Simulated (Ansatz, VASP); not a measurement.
## Two plane-wave programs on Bi2Te3

File INCAR:

```
SYSTEM = Bi2Te3
PREC = Accurate
ENCUT = 520
EDIFF = 1E-8
ISMEAR = -1
SIGMA = 0.08
LREAL = .FALSE.
LASPH = .TRUE.
NELM = 60
ALGO = Normal
ISIF = 2
LWAVE = .FALSE.
LCHARG = .FALSE.
LEFG = .TRUE.
NBANDS = 32
```

File KPOINTS:

```
Automatic mesh
0
G
  8 8 8
  0 0 0
```

File POSCAR:

```
Bi2Te3
1.0
    2.2085012539      1.2750787934      9.9466700000
   -2.2085012539      1.2750787934      9.9466700000
    0.0000000000     -2.5501575869      9.9466700000
Bi Te
2 3
Direct
    0.8120000000      0.8120000000      0.8120000000
    0.4020000000      0.4020000000      0.4020000000
    0.6110000000      0.6110000000      0.6110000000
    0.2000000000      0.2000000000      0.2000000000
    0.0000000000      0.0000000000      0.0000000000
```

Input for Ansatz:

```yaml
crystal:
  lattice:
    - [2.2085012539, 1.2750787934, 9.94667]
    - [-2.2085012539, 1.2750787934, 9.94667]
    - [0.0, -2.5501575869, 9.94667]
  atoms:
    - { symbol: Bi, position: [0.812, 0.812, 0.812] }
    - { symbol: Bi, position: [0.402, 0.402, 0.402] }
    - { symbol: Te, position: [0.611, 0.611, 0.611] }
    - { symbol: Te, position: [0.2, 0.2, 0.2] }
    - { symbol: Te, position: [0.0, 0.0, 0.0] }
kpoints:
  mp_grid: { grid: [8, 8, 8] }
  band_path:
    path:
      - [0.0, 0.0, 0.0]
      - [0.5, 0.5, 0.5]
      - [0.8223779553, 0.1776220447, 0.5]
      - [0.5, -0.1776220447, 0.1776220447]
      - [0.5, 0.0, 0.0]
      - [0.0, 0.0, 0.0]
      - [0.3388110223, -0.3388110223, 0.0]
      - [0.6611889777, 0.0, 0.3388110223]
      - [0.5, 0.0, 0.5]
    npoints: 14
scf:
  occupations: { method: fermi_dirac, width: 0.08 }
hamiltonian:
  xc: lda
  pseudopotentials: { kind: paw }
output:
  forces: true
  stress: true
  eigenvalues: true
  efg: { contact_densities: true }
  populations: true
  bader: true
  dos: { projected: true, de: 0.2, e_range: [-14, 8] }
  write_density: true
  write_potential: true
  elf: true
  volumetric_format: npy
```

Alike in both runs: task electric field gradients; functional LDA; k mesh 8 × 8 × 8; occupations fermi-dirac, width 0.08 eV; no spin polarisation.

|  | VASP | Ansatz |
| --- | --- | --- |
| version | VASP 6.6.1 | Ansatz 0.2.0 |
| potentials or method | VASP PAW LDA potentials, release 64 (Bi_d, Te) | PAW with Ansatz's default frozen-core files, scalar-relativistic |
| plane-wave cutoff (eV) | 520 | 420 |
| valence electrons in the cell | 48 | 78 |

Ansatz gave:

```
pressure (GPa)                                                : -1.9
traceless stress, the component that is largest in VASP (GPa) : -0.74
rms of the force components (eV/Å)                            : 0.438
size of Vzz on the site where it differs most (V/Å²)          : 55.4
```

**Question.** Which values does VASP return?

**Answer.** Pressure (GPa): -1.8; traceless stress, the component that is largest in VASP (GPa): -0.74; rms of the force components (eV/Å): 0.447; size of Vzz on the site where it differs most (V/Å²): 48.8.

LDA's correlation is that of Perdew and Zunger in VASP and of Perdew and Wang (1992) in Ansatz. Atom by atom the forces differ by 0.011 eV/Å (rms over components). VASP's potentials hold 48 valence electrons a cell and Ansatz's 78, so a difference there can come from the potentials and not from the codes.

Spin-orbit coupling is off throughout.
